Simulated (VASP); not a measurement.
Here is a VASP 6.6.1 calculation.

File INCAR:

```
SYSTEM = Mg2Zn3O
PREC     = Accurate       ! precision mode
ENCUT    = 520            ! plane-wave cutoff, eV
EDIFF    = 1E-6           ! SCF threshold, eV
ISMEAR   = 0              ! smearing method
SIGMA    = 0.2            ! smearing width, eV
LREAL    = .FALSE.        ! projectors in reciprocal space
LASPH    = .TRUE.         ! aspherical terms in the spheres
NELM     = 100            ! most SCF steps
ALGO     = Normal         ! electronic algorithm
ISIF     = 2              ! what is computed and relaxed
LWAVE    = .FALSE.        ! write WAVECAR
LCHARG   = .FALSE.        ! write CHGCAR
GGA      = PE             ! functional
NBANDS   = 58             ! bands
```

File KPOINTS:

```
regular mesh
0
G
  5 5 1
  0 0 0
```

Contents of POSCAR:

```
Mg2Zn3O
1.0
    2.9964499623      0.0000000000      0.0000000000
    0.0000000000      2.9964499623      0.0000000000
    0.0000000000      0.0000000000     19.3351638974
Mg Zn O
4 6 2
Direct
    0.5000000000      0.0000000000      0.8226454612
    0.5000000000      0.0000000000      0.0552917695
    0.0000000000      0.5000000000      0.1773545388
    0.0000000000      0.5000000000      0.9447082305
    0.0000000000      0.5000000000      0.7247646326
    0.5000000000      0.0000000000      0.2752353674
    0.0000000000      0.5000000000      0.3600169527
    0.5000000000      0.0000000000      0.6399830473
    0.0000000000      0.5000000000      0.5458339984
    0.5000000000      0.0000000000      0.4541660016
    0.5000000000      0.0000000000      0.9445932003
    0.0000000000      0.5000000000      0.0554067997
```

Potentials or basis: VASP PAW PBE potentials, release 64 (Mg, Zn, O).

Run with:

```sh
$ cat potpaw_PBE.64/Mg/POTCAR potpaw_PBE.64/Zn/POTCAR potpaw_PBE.64/O/POTCAR > POTCAR
$ mpirun -np 1 vasp_std > vasp.out
```

Task: What does it give for the largest force?

Result: 0.061 eV/Å.

Task: What does it give for the pressure?

Result: 0.0 GPa.

Task: What does it give for the band gap on the k mesh?

Result: Zero (band 46 reaches 5.12 eV, above the bottom of band 47 at 3.21 eV).

Forces in eV/Å, atoms in the order of the input:
```
Mg   0.000  0.000  0.026
Mg   0.000  0.000  0.021
Mg   0.000  0.000 -0.026
Mg   0.000  0.000 -0.021
Zn   0.000  0.000  0.034
Zn   0.000  0.000 -0.034
Zn   0.000  0.000  0.021
Zn   0.000  0.000 -0.021
Zn   0.000  0.000  0.015
Zn   0.000  0.000 -0.015
O    0.000  0.000 -0.061
O    0.000  0.000  0.061
```

Caveat: the k points lie up to 0.42 Å⁻¹ apart.
